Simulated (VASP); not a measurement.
# GaC3 (Pmm2) in VASP: a series of runs, part 2 of 2

VASP 6.6.1. Earlier steps stand in the parts before.

**3. Single point, PBEsol**

File INCAR:

```
  PREC = Accurate
  ENCUT = 600
  EDIFF = 1E-6
  ISMEAR = 1
  SIGMA = 0.1
  LREAL = F
  LASPH = T
  NELM = 120
  ALGO = Normal
  ISIF = 2
  LWAVE = F
  LCHARG = F
  GGA = PS
  NBANDS = 20
  GGA_COMPAT = F
```

File KPOINTS:

```
regular mesh
0
Gamma
  6 6 6
```

File POSCAR:

```
GaC3
1.0
    3.3189480000      0.0000000000      0.0000000000
    0.0000000000      3.3189480000      0.0000000000
    0.0000000000      0.0000000000      3.3189480000
Ga C
1 3
Direct
    0.0000000000      0.0000000000      0.0000000000
    0.0000000000      0.5000000000      0.5000000000
    0.5000000000      0.0000000000      0.5000000000
    0.5300000000      0.5000000000      0.0000000000
```

Potentials or basis: VASP PAW PBE potentials, release 64 (Ga_d, C).

Run with:

```sh
> cat potpaw_PBE.64/Ga_d/POTCAR potpaw_PBE.64/C/POTCAR > POTCAR
> mpirun -np 1 vasp_std > vasp.out
```

OUTCAR:

```text
PREC = Accurate
   ENCUT = 600
   EDIFF = 1E-6
   ISMEAR = 1
   LREAL = F
   LASPH = T
   NELM = 120
   ISIF = 2
   GGA = PS

 ion  position               nearest neighbor table
   1  0.000  0.000  0.000-   4 2.28   4 2.28   2 2.35   2 2.35   3 2.35   2 2.35   3 2.35   2 2.35
                             3 2.35   3 2.35   4 2.42   4 2.42
   2  0.000  0.500  0.500-   1 2.35   1 2.35   1 2.35   1 2.35
   3  0.500  0.000  0.500-   1 2.35   1 2.35   1 2.35   1 2.35
   4  0.530  0.500  0.000-   1 2.28   1 2.28   1 2.42   1 2.42

  LATTYP: Found a simple cubic cell.
 ALAT       =     3.3189480000

  Lattice vectors:

 A1 = (   3.3189480000,   0.0000000000,   0.0000000000)
 A2 = (   0.0000000000,   3.3189480000,   0.0000000000)
 A3 = (   0.0000000000,   0.0000000000,   3.3189480000)

Analysis of symmetry for initial positions (statically):
=====================================================================
 Subroutine PRICEL returns:
 Original cell was already a primitive cell.

 Routine SETGRP: Setting up the symmetry group for a
 simple cubic supercell.

 Subroutine GETGRP returns: Found  4 space group operations
 (whereof  4 operations were pure point group operations)
 out of a pool of 48 trial point group operations.

The static configuration has the point symmetry C_2v.

Analysis of symmetry for dynamics (positions and initial velocities):
=====================================================================
 Subroutine PRICEL returns:
 Original cell was already a primitive cell.

 Routine SETGRP: Setting up the symmetry group for a
 simple cubic supercell.

 Subroutine GETGRP returns: Found  4 space group operations
 (whereof  4 operations were pure point group operations)
 out of a pool of 48 trial point group operations.

The dynamic configuration has the point symmetry C_2v.

 Subroutine INISYM returns: Found  4 space group operations
 (whereof  4 operations are pure point group operations),
 and found     1 'primitive' translations

----------------------------------------------------------------------------------------

                                     Primitive cell

  volume of cell :      36.5596

  direct lattice vectors                    reciprocal lattice vectors
     3.318948000  0.000000000  0.000000000     0.301300292  0.000000000  0.000000000
     0.000000000  3.318948000  0.000000000     0.000000000  0.301300292  0.000000000
     0.000000000  0.000000000  3.318948000     0.000000000  0.000000000  0.301300292

  length of vectors
     3.318948000  3.318948000  3.318948000     0.301300292  0.301300292  0.301300292

  position of ions in fractional coordinates (direct lattice)
     0.000000000  0.000000000  0.000000000
     0.000000000  0.500000000  0.500000000
     0.500000000  0.000000000  0.500000000
     0.530000000  0.500000000  0.000000000

  ion indices of the primitive-cell ions
   primitive index   ion index
                 1           1
                 2           2
                 3           3
                 4           4

----------------------------------------------------------------------------------------

 KPOINTS: regular mesh

Automatic generation of k-mesh.
 Grid dimensions read from file:
 generate k-points for:    6    6    6

 Generating k-lattice:

  Cartesian coordinates                     Fractional coordinates (reciprocal lattice)
     0.050216715  0.000000000  0.000000000     0.166666667  0.000000000  0.000000000
     0.000000000  0.050216715  0.000000000     0.000000000  0.166666667  0.000000000
     0.000000000  0.000000000  0.050216715     0.000000000  0.000000000  0.166666667

  Length of vectors
     0.050216715  0.050216715  0.050216715

  Shift w.r.t. Gamma in fractional coordinates (k-lattice)
     0.000000000  0.000000000  0.000000000

 Subroutine IBZKPT returns following result:
 ===========================================

 Found     64 irreducible k-points:

 Following reciprocal coordinates:
            Coordinates               Weight
  0.000000  0.000000  0.000000      1.000000
  0.166667  0.000000  0.000000      2.000000
  0.000000  0.166667  0.000000      2.000000
  0.000000  0.000000  0.166667      2.000000
  0.333333  0.000000  0.000000      2.000000
  0.000000  0.333333  0.000000      2.000000
[... 16 lines left out ...]
 -0.166667  0.500000  0.000000      2.000000
  0.500000  0.000000  0.166667      2.000000
 [... further k-points ...]
   k-points           NKPTS =     64   k-points in BZ     NKDIM =     64   number of bands    NBANDS=     20
   number of dos      NEDOS =    301   number of ions     NIONS =      4
   total plane-waves  NPLWV =  21952
   dimension x,y,z NGX =    28 NGY =   28 NGZ =   28
   dimension x,y,z NGXF=    56 NGYF=   56 NGZF=   56
   ions per type =               1   3
   NGX,Y,Z   is equivalent  to a cutoff of  14.03, 14.03, 14.03 a.u.
   NGXF,Y,Z  is equivalent  to a cutoff of  28.05, 28.05, 28.05 a.u.
 SYSTEM =  unknown system
   PREC   = accura    normal or accurate (medium, high low for compatibility)
   ISTART =      0    job   : 0-new  1-cont  2-samecut
   ICHARG =      2    charge: 1-file 2-atom 10-const
   ISPIN  =      1    spin polarized calculation?
   LNONCOLLINEAR =      F non collinear calculations
   LSORBIT =      F    spin-orbit coupling
   LASPH  =      T    aspherical Exc in radial PAW
   ENCUT  =  600.0 eV  44.10 Ry    6.64 a.u.   6.63  6.63  6.63*2*pi/ulx,y,z
   NELM   =    120;   NELMIN=  2; NELMDL= -5     # of ELM steps
   EDIFF  = 0.1E-05   stopping-criterion for ELM
   LREAL  =      F    real-space projection
   EDIFFG = 0.1E-04   stopping-criterion for IOM
   NSW    =      0    number of steps for IOM
   IBRION =     -1    ionic relax: 0-MD 1-quasi-New 2-CG
   NFREE  =      0    steps in history (QN), initial steepest desc. (CG)
   ISIF   =      2    stress and relaxation
   ISYM   =      2    0-nonsym 1-usesym 2-fastsym
   POTIM  = 0.5000    time-step for ionic-motion
   TEBEG  =    0.0;   TEEND  =   0.0 temperature during run
   PSTRESS=    0.0 pullay stress
   NELECT =      25.0000    total number of electrons
   NUPDOWN=      -1.0000    fix difference up-down
   EMIN   =  10.00;   EMAX   =-10.00  energy-range for DOS
   EFERMI =   0.00;   METHOD = LEGACY
   ISMEAR =     1;   SIGMA  =   0.10  broadening in eV -4-tet -1-fermi 0-gaus
   EFERMI_NEDOS =   21; number of points for ismear=-14 and -15
   IALGO  =     38    algorithm
   IMIX   =      4    mixing-type and parameters
     AMIX     =   0.40;   BMIX     =  1.00
     AMIX_MAG =   1.60;   BMIX_MAG =  1.00
  volume/ion in A,a.u.               =       9.14        61.68
  Fermi-wavevector in a.u.,A,eV,Ry     =   1.442296  2.725544 28.303079  2.080218
  Thomas-Fermi vector in A             =   2.560832
   LORBIT       =      0    0 simple, 1 ext, 2 COOP (PROOUT), +10 PAW based schemes
   GGA     = PS    functional components
   LHFCALC =     F    Hartree Fock is set to
   AEXX    =    0.0000 exact exchange contribution
   IVDW    =     0    specifies the selected vdW correction
   LEPSILON=     F    determine dielectric tensor
   LRPA    =     F    only Hartree local field effects (RPA)
 non-spin polarized calculation
 Methfessel and Paxton  Order N= 1 SIGMA  =   0.10
  energy-cutoff  :      600.00
  volume of cell :       36.56
 maximum number of plane-waves:      1233
 NGX is ok and might be reduce to    28
   NGX = 13   NGY = 13   NGZ = 13

 number of electron      25.0000005 magnetization

 Free energy of the ion-electron system (eV)
  ---------------------------------------------------
  ext. energy  EPLUGINS =         0.00000000
  ---------------------------------------------------
  free energy    TOTEN  =       -19.70085031 eV

  energy without entropy =      -19.69919176  energy(sigma->0) =      -19.70029746

 E-fermi :   7.3453     XC(G=0): -12.6658

 val. band max:        7.2741672132   @ k =   0.0000   0.3333   0.0000
 cond. band min:       7.3513383098   @ k =   0.0000   0.3333   0.3333
 fundamental gap:      0.0771710965
 Fermi energy:         7.3453231496

 k-point     1 :       0.0000    0.0000    0.0000
  band No.  band energies     occupation
      1      -9.2726      2.00000
      2      -7.6561      2.00000
      3      -7.6484      2.00000
      4      -7.4454      2.00000
      5      -7.4411      2.00000
      6      -7.4401      2.00000
[... 12 lines left out ...]
     19      18.9755      0.00000
[... 513 lines left out ...]
      4      -7.5419      2.00000
      5      -7.4587      2.00000
      6      -6.2731      2.00000
[... 12 lines left out ...]
     19      15.8123      0.00000
     20      16.0365      0.00000

 [... further k-points ...]
[... 5 lines left out ...]
  --------------------------------------------------------------------------------------
  -------------------------------------------------------------------------------------
  Total       -1.3408870     -0.8280894     -1.1407454      0.0000000      0.0000000      0.0000000
  in kB      -58.7626561    -36.2899578    -49.9917085      0.0000000      0.0000000      0.0000000
  external PRESSURE =     -48.3481075 kB  Pullay stress =       0.0000000 kB

 VOLUME and BASIS-vectors are now :
 -----------------------------------------------------------------------------
  energy-cutoff  :      600.00
  volume of cell :       36.56
      direct lattice vectors                 reciprocal lattice vectors
     3.318948000  0.000000000  0.000000000     0.301300292  0.000000000  0.000000000
     0.000000000  3.318948000  0.000000000     0.000000000  0.301300292  0.000000000
     0.000000000  0.000000000  3.318948000     0.000000000  0.000000000  0.301300292

 POSITION                                       TOTAL-FORCE (eV/Angst)
 -----------------------------------------------------------------------------------
      0.00000      0.00000      0.00000         0.336863      0.000000      0.000000
      0.00000      1.65947      1.65947        -0.374173      0.000000      0.000000
      1.65947      0.00000      1.65947        -0.394618      0.000000      0.000000
      1.75904      1.65947      0.00000         0.431928      0.000000      0.000000
 -----------------------------------------------------------------------------------
    total drift:                               -0.000048      0.000000      0.000000

  FREE ENERGIE OF THE ION-ELECTRON SYSTEM (eV)
  ---------------------------------------------------
  free  energy   TOTEN  =       -19.7008503118 eV

  energy  without entropy=      -19.6991917640  energy(sigma->0) =      -19.70029746
```

OSZICAR:

```text
N       E                     dE             d eps       ncg     rms          rms(c)
DAV:   1     0.149279476467E+03    0.14928E+03   -0.13121E+04  2916   0.206E+03
DAV:   2    -0.422279974787E+01   -0.15350E+03   -0.14702E+03  2896   0.430E+02
DAV:   3    -0.195149811232E+02   -0.15292E+02   -0.14742E+02  2984   0.943E+01
DAV:   4    -0.200028506364E+02   -0.48787E+00   -0.48079E+00  2888   0.161E+01
DAV:   5    -0.200132029791E+02   -0.10352E-01   -0.10347E-01  3204   0.224E+00    0.290E+00
DAV:   6    -0.197606339076E+02    0.25257E+00   -0.34064E-01  3448   0.202E+01    0.159E+00
DAV:   7    -0.197063076234E+02    0.54326E-01   -0.10671E-01  3964   0.547E+00    0.493E-01
DAV:   8    -0.197012157652E+02    0.50919E-02   -0.18115E-02  3576   0.205E+00    0.143E-01
DAV:   9    -0.197008761549E+02    0.33961E-03   -0.18060E-03  3384   0.459E-01    0.454E-02
DAV:  10    -0.197008508824E+02    0.25273E-04   -0.22119E-04  3944   0.305E-01    0.191E-02
DAV:  11    -0.197008501189E+02    0.76346E-06   -0.53735E-05  3704   0.113E-01    0.473E-03
DAV:  12    -0.197008503118E+02   -0.19284E-06   -0.32748E-06  2400   0.161E-02
   1 F= -.19700850E+02 E0= -.19700297E+02  d E =-.165855E-02
```

Wall time 24 s (1 thread of Intel Xeon Platinum 8559C (Emerald Rapids), shared host); peak memory 0.18 GiB.

Results:

* Free energy: -19.7009 eV
* Pressure: -4.8 GPa
* Largest force: 0.432 eV/Å

Forces on the atoms (eV/Å):
```
Ga   0.337  0.000  0.000
C   -0.374  0.000  0.000
C   -0.395  0.000  0.000
C    0.432  0.000  0.000
```

Caveat: the PAW data sets were made with another functional, which shifts forces and pressure a little.
